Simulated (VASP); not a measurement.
Zr2H3: relaxation of cell and atoms with PBE

The system is Zr2H3.

```xyz
5
Lattice="3.6162 0.0000 0.0000 0.0000 3.6162 0.0000 0.0000 0.0000 5.6206" Properties=species:S:1:pos:R:3 pbc="T T T"
Zr    1.8081    1.8081    2.8103
Zr    1.8081    1.8081    0.0000
H     1.8081    0.0000    0.0000
H     0.0000    1.8081    0.0000
H     0.0000    0.0000    0.0000
```

The cell was built from a structure type or drawn by symmetry, and may not be a known phase.

```yaml
Program: VASP 6.6.1
Task: relaxation of cell and atoms
Functional: PBE
Potentials_or_basis: VASP PAW PBE potentials, release 64 (Zr_sv, H)
Cutoff: 600 eV
k_mesh: 10 × 10 × 8
Occupations: gaussian, width 0.1 eV
Spin: no spin polarisation
Dipole_correction: no
Further_INCAR_settings: ALGO = Normal; EDIFF = 1e-06; IBRION = 2; EDIFFG = -0.01; NSW = 100; ISIF = 3
```

- Relaxed volume: 14.89 Å³/atom
- Relaxed cell: a = 3.594 Å, b = 3.594 Å, c = 5.766 Å, α = 90.00°, β = 90.00°, γ = 90.00°
- Space group after relaxing (to 0.1 Å): P4/mmm (No. 123)
- Energy gained by relaxing: 4.0 meV/atom
- Ionic steps: 4
- Pressure after relaxing: 0.0 GPa
- Band gap on the k mesh: zero (an odd number of electrons rules out a gap without spin polarisation)

The path:
```csv
step,energy change (eV),largest force (eV/Å),pressure (GPa),volume (Å³)
1,0.0000,0.0000,0.54,73.50
2,-0.0159,0.0000,0.25,74.02
3,-0.0200,0.0000,0.06,74.42
4,-0.0200,0.0000,0.04,74.47
```

Final structure:
```yaml
crystal:
  lattice:
    - [3.59374, 0.00000, 0.00000]
    - [0.00000, 3.59374, 0.00000]
    - [0.00000, 0.00000, 5.76593]
  atoms:
    - { symbol: Zr, position: [0.50000, 0.50000, 0.50000] }
    - { symbol: Zr, position: [0.50000, 0.50000, 0.00000] }
    - { symbol: H, position: [0.50000, 0.00000, 0.00000] }
    - { symbol: H, position: [0.00000, 0.50000, 0.00000] }
    - { symbol: H, position: [0.00000, 0.00000, 0.00000] }
```

Levels at points of the mesh, in eV from the Fermi level:
```
           k point  band 11  band 12  band 13  band 14  band 15  band 16
(0.00, 0.00, 0.00)    -2.88    -1.22    -0.31     0.58     0.58     0.75
(0.50, 0.00, 0.00)    -1.93    -1.88    -0.41     0.83     1.05     1.53
(0.50, 0.50, 0.00)    -2.59    -1.42    -1.31    -1.31    -0.41     3.14
(0.00, 0.00, 0.50)    -2.99    -0.43     0.09     0.38     1.77     1.77
(0.50, 0.00, 0.50)    -1.16    -0.97     0.34     0.81     0.94     1.37
(0.50, 0.50, 0.50)    -2.73    -0.74    -0.04    -0.04     0.93     0.93
```

It took 3.5 min on 1 thread of Intel(R) Xeon(R) 6975P-C (Granite Rapids) (shared host), peak memory 0.3 GiB.
